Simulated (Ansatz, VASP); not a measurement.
**CoO in VASP and in Ansatz**

INCAR

```
ALGO = Normal ; EDIFF = 1E-7
ENCUT = 520 ; GGA = PE
ISIF = 2 ; ISMEAR = 0
ISPIN = 2 ; LASPH = True
LCHARG = False ; LMAXMIX = 4
LORBIT = 11 ; LREAL = False
LWAVE = False ; MAGMOM = 2 0
NBANDS = 18 ; NELM = 150
PREC = Accurate ; SIGMA = 0.024
```

KPOINTS

```
k-points
0
Gamma
  11 11 11
```

The input POSCAR:

```
CoO
1.0
    0.0000000000      2.1315000000      2.1315000000
    2.1315000000      0.0000000000      2.1315000000
    2.1315000000      2.1315000000      0.0000000000
Co O
1 1
Direct
    0.0000000000      0.0000000000      0.0000000000
    0.5000000000      0.5000000000      0.5000000000
```

File input.yaml:

```yaml
crystal:
  lattice:
    - [0.0, 2.1315, 2.1315]
    - [2.1315, 0.0, 2.1315]
    - [2.1315, 2.1315, 0.0]
  atoms:
    - { symbol: Co, position: [0.0, 0.0, 0.0], spin: 2.0 }
    - { symbol: O, position: [0.5, 0.5, 0.5] }
kpoints:
  mp_grid: { grid: [11, 11, 11] }
scf:
  occupations: { method: gaussian, width: 0.024 }
hamiltonian:
  xc: pbe
  pseudopotentials: { kind: all_electron, lapw: { basis_error: 0.001 } }
magnetization:
  spin_polarized: true
output:
  forces: true
  stress: true
  eigenvalues: true
```

Alike in both runs: task single point; functional PBE; k mesh 11 × 11 × 11; occupations gaussian, width 0.024 eV; collinear spin.

|  | VASP | Ansatz |
| --- | --- | --- |
| version | VASP 6.6.1 | Ansatz 0.2.0 |
| potentials or method | VASP PAW PBE potentials, release 64 (Co, O), cutoff 520 eV | all-electron LAPW, scalar-relativistic |

```csv
,VASP,Ansatz,Ansatz less VASP
gap on the k mesh at the Fermi level (eV),none,none,-
pressure (GPa),-2.4,-1.7,+0.72
net moment per atom (μB),1.46,1.49,+0.026
size of the moment on the site where the two differ most (μB),2.57,2.62,+0.054
```

Site moments also hang on the region over which each program counts them. A gap of «none» marks a metal or a gap that the smearing closes. Ansatz ran all-electron here, and VASP with PAW potentials.
